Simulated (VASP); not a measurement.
# Ga2O3 (R-3c) in VASP: a series of runs

Ga2O3 is run at these levels: PBE, r2SCAN; tasks: single point.

Everything below comes from runs of VASP 6.6.1. Logs are shortened: lines on timing, memory, paths and dates and some standing lists are left out, and cuts for length are marked.

### Step 1. The cell of the first run

The structure is trigonal, space group R-3c (No. 167). The conventional cell has a = 5.134 Å, b = 5.134 Å, c = 13.845 Å, α = 90.00°, β = 90.00°, γ = 120.00°. Ga (site symmetry 3) has 6 O at 1.98 to 2.14 Å within 2.6 Å. Within 2.8 Å of O (site symmetry 2) lie 4 Ga at 1.98 to 2.14 Å and 4 O at 2.70 to 2.80 Å.

### Step 2. Single point, PBE (strain +3.0%)

The input, INCAR:

```
  PREC = Accurate
  ENCUT = 520
  EDIFF = 1E-6
  ISMEAR = -1
  SIGMA = 0.02
  LREAL = False
  LASPH = True
  NELM = 60
  ALGO = Normal
  ISIF = 2
  LWAVE = False
  LCHARG = True
  GGA = PE
  LELF = True
  LVHAR = True
  NBANDS = 55
```

The input, KPOINTS:

```
regular mesh
0
Gamma
  6 6 6
```

The input, POSCAR:

```
Ga2O3
1.0
    2.5670275364      1.4820740391      4.6150633403
   -2.5670275364      1.4820740391      4.6150633403
    0.0000000000     -2.9641480783      4.6150633403
Ga O
4 6
Direct
    0.8554937976      0.8554937976      0.8554937976
    0.3554937976      0.3554937976      0.3554937976
    0.1445062024      0.1445062024      0.1445062024
    0.6445062024      0.6445062024      0.6445062024
    0.4464898635      0.0535101365      0.7500000000
    0.0535101365      0.7500000000      0.4464898635
    0.5535101365      0.9464898635      0.2500000000
    0.2500000000      0.5535101365      0.9464898635
    0.9464898635      0.2500000000      0.5535101365
    0.7500000000      0.4464898635      0.0535101365
```

Potentials or basis: VASP PAW PBE potentials, release 64 (Ga_d, O).

Command:

```console
$ cat potpaw_PBE.64/Ga_d/POTCAR potpaw_PBE.64/O/POTCAR > POTCAR
$ mpirun -np 1 vasp_std > vasp.out
```

OUTCAR:

```text
PREC = Accurate
   ENCUT = 520
   EDIFF = 1E-6
   ISMEAR = -1
   LREAL = False
   LASPH = True
   NELM = 60
   ISIF = 2
   GGA = PE

 ion  position               nearest neighbor table
   1  0.855  0.855  0.855-   9 1.98   7 1.98   8 1.98  10 2.14   6 2.14   5 2.14
   2  0.355  0.355  0.355-  10 1.98   5 1.98   6 1.98   9 2.14   8 2.14   7 2.14
   3  0.145  0.145  0.145-   6 1.98   5 1.98  10 1.98   8 2.14   9 2.14   7 2.14
   4  0.645  0.645  0.645-   8 1.98   7 1.98   9 1.98   6 2.14  10 2.14   5 2.14
   5  0.446  0.054  0.750-   2 1.98   3 1.98   1 2.14   4 2.14
   6  0.054  0.750  0.446-   3 1.98   2 1.98   4 2.14   1 2.14
   7  0.554  0.946  0.250-   1 1.98   4 1.98   3 2.14   2 2.14
   8  0.250  0.554  0.946-   4 1.98   1 1.98   3 2.14   2 2.14
   9  0.946  0.250  0.554-   1 1.98   4 1.98   2 2.14   3 2.14
  10  0.750  0.446  0.054-   2 1.98   3 1.98   1 2.14   4 2.14

  LATTYP: Found a trigonal (rhomboedric) cell.
 ALAT       =     5.4849779822
 COS(alpha) =     0.5619322590

  Lattice vectors:

 A1 = (   2.5670275364,   1.4820740391,   4.6150633403)
 A2 = (  -2.5670275364,   1.4820740391,   4.6150633403)
 A3 = (   0.0000000000,  -2.9641480783,   4.6150633403)

Analysis of symmetry for initial positions (statically):
=====================================================================
 Subroutine PRICEL returns:
 Original cell was already a primitive cell.

 Routine SETGRP: Setting up the symmetry group for a
 trigonal (rhombohedral) supercell.

 Subroutine GETGRP returns: Found 12 space group operations
 (whereof  6 operations were pure point group operations)
 out of a pool of 12 trial point group operations.

The static configuration has the point symmetry S_6 .
 The point group associated with its full space group is D_3d.

Analysis of symmetry for dynamics (positions and initial velocities):
=====================================================================
 Subroutine PRICEL returns:
 Original cell was already a primitive cell.

 Routine SETGRP: Setting up the symmetry group for a
 trigonal (rhombohedral) supercell.

 Subroutine GETGRP returns: Found 12 space group operations
 (whereof  6 operations were pure point group operations)
 out of a pool of 12 trial point group operations.

The dynamic configuration has the point symmetry S_6 .
 The point group associated with its full space group is D_3d.

 Subroutine INISYM returns: Found 12 space group operations
 (whereof  6 operations are pure point group operations),
 and found     1 'primitive' translations

----------------------------------------------------------------------------------------

                                     Primitive cell

  volume of cell :     105.3487

  direct lattice vectors                    reciprocal lattice vectors
     2.567027536  1.482074039  4.615063340     0.194777809  0.112455021  0.072227250
    -2.567027536  1.482074039  4.615063340    -0.194777809  0.112455021  0.072227250
     0.000000000 -2.964148078  4.615063340     0.000000000 -0.224910041  0.072227250

  length of vectors
     5.484977982  5.484977982  5.484977982     0.236222993  0.236222993  0.236222993

  position of ions in fractional coordinates (direct lattice)
     0.855493798  0.855493798  0.855493798
     0.355493798  0.355493798  0.355493798
     0.144506202  0.144506202  0.144506202
     0.644506202  0.644506202  0.644506202
     0.446489863  0.053510137  0.750000000
     0.053510137  0.750000000  0.446489863
     0.553510137  0.946489863  0.250000000
     0.250000000  0.553510137  0.946489863
     0.946489863  0.250000000  0.553510137
     0.750000000  0.446489863  0.053510137

  ion indices of the primitive-cell ions
   primitive index   ion index
                 1           1
                 2           2
                 3           3
                 4           4
                 5           5
                 6           6
                 7           7
                 8           8
                 9           9
                10          10

----------------------------------------------------------------------------------------

 KPOINTS: regular mesh

Automatic generation of k-mesh.
 Grid dimensions read from file:
 generate k-points for:    6    6    6

 Generating k-lattice:

  Cartesian coordinates                     Fractional coordinates (reciprocal lattice)
     0.032462968  0.018742503  0.012037875     0.166666667 -0.000000000  0.000000000
    -0.032462968  0.018742503  0.012037875    -0.000000000  0.166666667  0.000000000
     0.000000000 -0.037485007  0.012037875     0.000000000  0.000000000  0.166666667

  Length of vectors
     0.039370499  0.039370499  0.039370499

  Shift w.r.t. Gamma in fractional coordinates (k-lattice)
     0.000000000  0.000000000  0.000000000

 Subroutine IBZKPT returns following result:
 ===========================================

 Found     32 irreducible k-points:

 Following reciprocal coordinates:
            Coordinates               Weight
  0.000000  0.000000  0.000000      1.000000
  0.166667 -0.000000 -0.000000      6.000000
  0.333333  0.000000 -0.000000      6.000000
  0.500000 -0.000000  0.000000      3.000000
  0.166667  0.166667 -0.000000      6.000000
  0.333333  0.166667 -0.000000     12.000000
[... 16 lines left out ...]
  0.500000  0.500000  0.166667      6.000000
 -0.333333  0.500000  0.166667     12.000000
 [... further k-points ...]
   k-points           NKPTS =     32   k-points in BZ     NKDIM =     32   number of bands    NBANDS=     55
   number of dos      NEDOS =    301   number of ions     NIONS =     10
   total plane-waves  NPLWV =  74088
   dimension x,y,z NGX =    42 NGY =   42 NGZ =   42
   dimension x,y,z NGXF=    84 NGYF=   84 NGZF=   84
   ions per type =               4   6
   NGX,Y,Z   is equivalent  to a cutoff of  12.73, 12.73, 12.73 a.u.
   NGXF,Y,Z  is equivalent  to a cutoff of  25.46, 25.46, 25.46 a.u.
 SYSTEM =  unknown system
   PREC   = accura    normal or accurate (medium, high low for compatibility)
   ISTART =      0    job   : 0-new  1-cont  2-samecut
   ICHARG =      2    charge: 1-file 2-atom 10-const
   ISPIN  =      1    spin polarized calculation?
   LNONCOLLINEAR =      F non collinear calculations
   LSORBIT =      F    spin-orbit coupling
   LASPH  =      T    aspherical Exc in radial PAW
   ENCUT  =  520.0 eV  38.22 Ry    6.18 a.u.  10.20 10.20 10.20*2*pi/ulx,y,z
   NELM   =     60;   NELMIN=  2; NELMDL= -5     # of ELM steps
   EDIFF  = 0.1E-05   stopping-criterion for ELM
   LREAL  =      F    real-space projection
   EDIFFG = 0.1E-04   stopping-criterion for IOM
   NSW    =      0    number of steps for IOM
   IBRION =     -1    ionic relax: 0-MD 1-quasi-New 2-CG
   NFREE  =      0    steps in history (QN), initial steepest desc. (CG)
   ISIF   =      2    stress and relaxation
   ISYM   =      2    0-nonsym 1-usesym 2-fastsym
   POTIM  = 0.5000    time-step for ionic-motion
   TEBEG  =    0.0;   TEEND  =   0.0 temperature during run
   PSTRESS=    0.0 pullay stress
   NELECT =      88.0000    total number of electrons
   NUPDOWN=      -1.0000    fix difference up-down
   EMIN   =  10.00;   EMAX   =-10.00  energy-range for DOS
   EFERMI =   0.00;   METHOD = LEGACY
   ISMEAR =    -1;   SIGMA  =   0.02  broadening in eV -4-tet -1-fermi 0-gaus
   EFERMI_NEDOS =   21; number of points for ismear=-14 and -15
   IALGO  =     38    algorithm
   IMIX   =      4    mixing-type and parameters
     AMIX     =   0.40;   BMIX     =  1.00
     AMIX_MAG =   1.60;   BMIX_MAG =  1.00
  volume/ion in A,a.u.               =      10.53        71.09
  Fermi-wavevector in a.u.,A,eV,Ry     =   1.541793  2.913565 32.342739  2.377124
  Thomas-Fermi vector in A             =   2.647688
   LORBIT       =      0    0 simple, 1 ext, 2 COOP (PROOUT), +10 PAW based schemes
   GGA     = PE    functional components
   LHFCALC =     F    Hartree Fock is set to
   AEXX    =    0.0000 exact exchange contribution
   IVDW    =     0    specifies the selected vdW correction
   LEPSILON=     F    determine dielectric tensor
   LRPA    =     F    only Hartree local field effects (RPA)
 non-spin polarized calculation
  energy-cutoff  :      520.00
  volume of cell :      105.35
 maximum number of plane-waves:      2864
 NGX is ok and might be reduce to    42
   NGX = 21   NGY = 21   NGZ = 21

 number of electron      88.0000012 magnetization

 Free energy of the ion-electron system (eV)
  ---------------------------------------------------
  ext. energy  EPLUGINS =         0.00000000
  ---------------------------------------------------
  free energy    TOTEN  =       -59.29660484 eV

  energy without entropy =      -59.29660484  energy(sigma->0) =      -59.29660484

 E-fermi :   4.0693     XC(G=0): -11.7058

 val. band max:        3.6359664106   @ k =  -0.1667   0.1667   0.0000
 cond. band min:       5.5683473743   @ k =   0.0000   0.0000   0.0000
 fundamental gap:      1.9323809637
 Fermi energy:         4.0692611902

 k-point     1 :       0.0000    0.0000    0.0000
  band No.  band energies     occupation
      1     -14.7084      2.00000
      2     -13.0143      2.00000
      3     -13.0143      2.00000
      4     -12.9864      2.00000
      5     -12.9726      2.00000
      6     -12.9726      2.00000
[... 47 lines left out ...]
     54      14.2135      0.00000
     55      15.1895      0.00000

 k-point     2 :       0.1667   -0.0000   -0.0000
  band No.  band energies     occupation
      1     -14.5991      2.00000
      2     -13.1198      2.00000
      3     -13.0247      2.00000
      4     -13.0194      2.00000
      5     -12.9825      2.00000
      6     -12.9616      2.00000
[... 47 lines left out ...]
     54      14.8047      0.00000
     55      15.0225      0.00000
[... 1216 lines left out ...]
     54      15.2056      0.00000
     55      15.2621      0.00000

 k-point    24 :      -0.3333    0.5000    0.1667
  band No.  band energies     occupation
      1     -13.8242      2.00000
      2     -13.5597      2.00000
      3     -13.2935      2.00000
      4     -13.1942      2.00000
      5     -13.0056      2.00000
      6     -12.9738      2.00000
[... 47 lines left out ...]
     54      15.0542      0.00000
     55      15.3073      0.00000

 [... further k-points ...]

------------------------ aborting loop because EDIFF is reached ----------------------------------------

  FORCE on cell =-STRESS in cart. coord.  units (eV):
  Direction    XX          YY          ZZ          XY          YZ          ZX
  --------------------------------------------------------------------------------------
  -------------------------------------------------------------------------------------
  Total       -5.0469690     -5.0469690     -4.5100979      0.0000000      0.0000000      0.0000000
  in kB      -76.7559195    -76.7559195    -68.5910112      0.0000000      0.0000000      0.0000000
  external PRESSURE =     -74.0342834 kB  Pullay stress =       0.0000000 kB

 VOLUME and BASIS-vectors are now :
 -----------------------------------------------------------------------------
  energy-cutoff  :      520.00
  volume of cell :      105.35
      direct lattice vectors                 reciprocal lattice vectors
     2.567027536  1.482074039  4.615063340     0.194777809  0.112455021  0.072227250
    -2.567027536  1.482074039  4.615063340    -0.194777809  0.112455021  0.072227250
     0.000000000 -2.964148078  4.615063340     0.000000000 -0.224910041  0.072227250

 POSITION                                       TOTAL-FORCE (eV/Angst)
 -----------------------------------------------------------------------------------
      0.00000     -0.00000     11.84447         0.000000     -0.000000      0.041991
      0.00000     -0.00000      4.92188         0.000000     -0.000000      0.041991
      0.00000     -0.00000      2.00072         0.000000      0.000000     -0.041991
      0.00000     -0.00000      8.92331         0.000000      0.000000     -0.041991
      1.00879     -1.48207      5.76883         0.028756      0.000000      0.000000
     -1.78791     -0.13260      5.76883        -0.014378     -0.024903      0.000000
     -1.00879      1.48207      8.07636        -0.028756      0.000000      0.000000
     -0.77912     -1.61467      8.07636         0.014378     -0.024903      0.000000
      1.78791      0.13260      8.07636         0.014378      0.024903      0.000000
      0.77912      1.61467      5.76883        -0.014378      0.024903      0.000000
 -----------------------------------------------------------------------------------
    total drift:                               -0.000000     -0.000000      0.000000

  FREE ENERGIE OF THE ION-ELECTRON SYSTEM (eV)
  ---------------------------------------------------
  free  energy   TOTEN  =       -59.2966048397 eV

  energy  without entropy=      -59.2966048397  energy(sigma->0) =      -59.29660484
```

It took 2.7 min on 1 thread of Intel Xeon Platinum 8559C (Emerald Rapids), shared host; peak memory 0.32 GiB.

Results:

```yaml
Free_energy: -59.2966 eV
Pressure: -7.4 GPa
Largest_force: 0.042 eV/Å
Band_gap_on_the_k_mesh: 1.93 eV (least direct gap 2.14 eV)
```

Forces in eV/Å, atoms in the order of the input:
```
Ga   0.000  0.000  0.042
Ga   0.000  0.000  0.042
Ga   0.000  0.000 -0.042
Ga   0.000  0.000 -0.042
O    0.029  0.000  0.000
O   -0.014 -0.025  0.000
O   -0.029  0.000  0.000
O    0.014 -0.025  0.000
O    0.014  0.025  0.000
O   -0.014  0.025  0.000
```

Levels at points of the mesh, in eV from the valence-band top:
| k point | band 41 | band 42 | band 43 | band 44 | band 45 | band 46 | band 47 | band 48 |
| --- | --- | --- | --- | --- | --- | --- | --- | --- |
| (0.00, 0.00, 0.00) | -0.31 | -0.30 | -0.21 | -0.21 | 1.93 | 5.88 | 6.25 | 8.07 |
| (0.50, 0.00, 0.00) | -0.86 | -0.86 | -0.14 | -0.14 | 5.55 | 5.55 | 5.96 | 5.96 |
| (0.50, 0.50, 0.00) | -0.78 | -0.69 | -0.26 | -0.15 | 5.64 | 5.89 | 6.77 | 6.82 |
| (0.50, 0.50, 0.50) | -0.28 | -0.28 | -0.28 | -0.28 | 5.04 | 5.04 | 7.02 | 7.02 |

Caveat: the cell differs from its parent crystal (strain +3.0%); the cell stands under tension. A k mesh can miss the band edges.

### Step 3. Single point, r2SCAN (strain -3.0%)

The input, POSCAR:

```
Ga2O3
1.0
    2.4174919517      1.3957396291      4.3462246992
   -2.4174919517      1.3957396291      4.3462246992
    0.0000000000     -2.7914792582      4.3462246992
Ga O
4 6
Direct
    0.8553776246      0.8553776246      0.8553776246
    0.3553776246      0.3553776246      0.3553776246
    0.1446223754      0.1446223754      0.1446223754
    0.6446223754      0.6446223754      0.6446223754
    0.4462675666      0.0537324334      0.7500000000
    0.0537324334      0.7500000000      0.4462675666
    0.5537324334      0.9462675666      0.2500000000
    0.2500000000      0.5537324334      0.9462675666
    0.9462675666      0.2500000000      0.5537324334
    0.7500000000      0.4462675666      0.0537324334
```

The input, INCAR.step1:

```
PREC = Accurate ; ENCUT = 520
ISMEAR = 0 ; SIGMA = 0.01
LREAL = False ; LASPH = True
NELM = 80 ; NBANDS = 55
GGA = PE ; ALGO = Normal
EDIFF = 1E-4 ; LWAVE = True
LCHARG = False
```

The input, INCAR.step2:

```
PREC = Accurate ; ENCUT = 520
EDIFF = 1E-6 ; ISMEAR = 0
SIGMA = 0.01 ; LREAL = False
LASPH = True ; NELM = 80
ALGO = Normal ; ISIF = 2
LWAVE = False ; LCHARG = False
METAGGA = R2SCAN ; LMIXTAU = True
NBANDS = 55 ; ISTART = 1
```

KPOINTS is that of step 2.

Potentials or basis: VASP PAW PBE potentials, release 64 (Ga_d, O).

Command:

```console
$ cat potpaw_PBE.64/Ga_d/POTCAR potpaw_PBE.64/O/POTCAR > POTCAR
$ cp INCAR.step1 INCAR
$ mpirun -np 1 vasp_std > vasp.out
$ cp INCAR.step2 INCAR
$ mpirun -np 1 vasp_std > vasp.out
```

OUTCAR:

```text
PREC = Accurate
   ENCUT = 520
   EDIFF = 1E-6
   ISMEAR = 0
   LREAL = False
   LASPH = True
   NELM = 80
   ISIF = 2
   METAGGA = R2SCAN
   ISTART = 1

 ion  position               nearest neighbor table
   1  0.855  0.855  0.855-   8 1.87   7 1.87   9 1.87   5 2.01   6 2.01  10 2.01   4 2.75   3 2.85
                             3 2.85   3 2.85
   2  0.355  0.355  0.355-   6 1.87   5 1.87  10 1.87   7 2.01   9 2.01   8 2.01   3 2.75   4 2.85
                             4 2.85   4 2.85
   3  0.145  0.145  0.145-  10 1.87   5 1.87   6 1.87   7 2.01   9 2.01   8 2.01   2 2.75   1 2.85
                             1 2.85   1 2.85
[... 1622 lines left out ...]

 VOLUME and BASIS-vectors are now :
 -----------------------------------------------------------------------------
  energy-cutoff  :      520.00
  volume of cell :       87.99
      direct lattice vectors                 reciprocal lattice vectors
     2.417491952  1.395739629  4.346224699     0.206825921  0.119411001  0.076694915
    -2.417491952  1.395739629  4.346224699    -0.206825921  0.119411001  0.076694915
     0.000000000 -2.791479258  4.346224699     0.000000000 -0.238822003  0.076694915

 POSITION                                       TOTAL-FORCE (eV/Angst)
 -----------------------------------------------------------------------------------
      0.00000      0.00000     11.15299         0.000000      0.000000     -0.057350
      0.00000      0.00000      4.63365         0.000000      0.000000     -0.057350
      0.00000      0.00000      1.88568         0.000000      0.000000      0.057350
      0.00000      0.00000      8.40502         0.000000      0.000000      0.057350
      0.94895     -1.39574      5.43278         0.050369      0.000000      0.000000
     -1.68322     -0.12395      5.43278        -0.025184     -0.043621      0.000000
     -0.94895      1.39574      7.60589        -0.050369      0.000000      0.000000
     -0.73427     -1.51969      7.60589         0.025184     -0.043621      0.000000
      1.68322      0.12395      7.60589         0.025184      0.043621      0.000000
      0.73427      1.51969      5.43278        -0.025184      0.043621      0.000000
 -----------------------------------------------------------------------------------
    total drift:                               -0.000000     -0.000000      0.000000

  FREE ENERGIE OF THE ION-ELECTRON SYSTEM (eV)
  ---------------------------------------------------
  free  energy   TOTEN  =      -101.5575175792 eV

  energy  without entropy=     -101.5575175792  energy(sigma->0) =     -101.55751758
```

Run time: 7 min. Hardware: 1 thread of Intel Xeon Platinum 8559C (Emerald Rapids), shared host; peak memory 0.31 GiB.

Results:

```
Free energy            : -101.5575 eV
Pressure               : 29.1 GPa
Largest force          : 0.057 eV/Å
Band gap on the k mesh : 4.61 eV (least direct gap 4.89 eV)
```

Forces in eV/Å, atoms in the order of the input:
```
Ga   0.000  0.000 -0.057
Ga   0.000  0.000 -0.057
Ga   0.000  0.000  0.057
Ga   0.000  0.000  0.057
O    0.050  0.000  0.000
O   -0.025 -0.044  0.000
O   -0.050  0.000  0.000
O    0.025 -0.044  0.000
O    0.025  0.044  0.000
O   -0.025  0.044  0.000
```

Caveat: the cell differs from its parent crystal (strain -3.0%); the cell stands under pressure; the PAW data sets were made with another functional, which shifts forces and pressure a little. A k mesh can miss the band edges.

(Continued in part 2 of 2.)
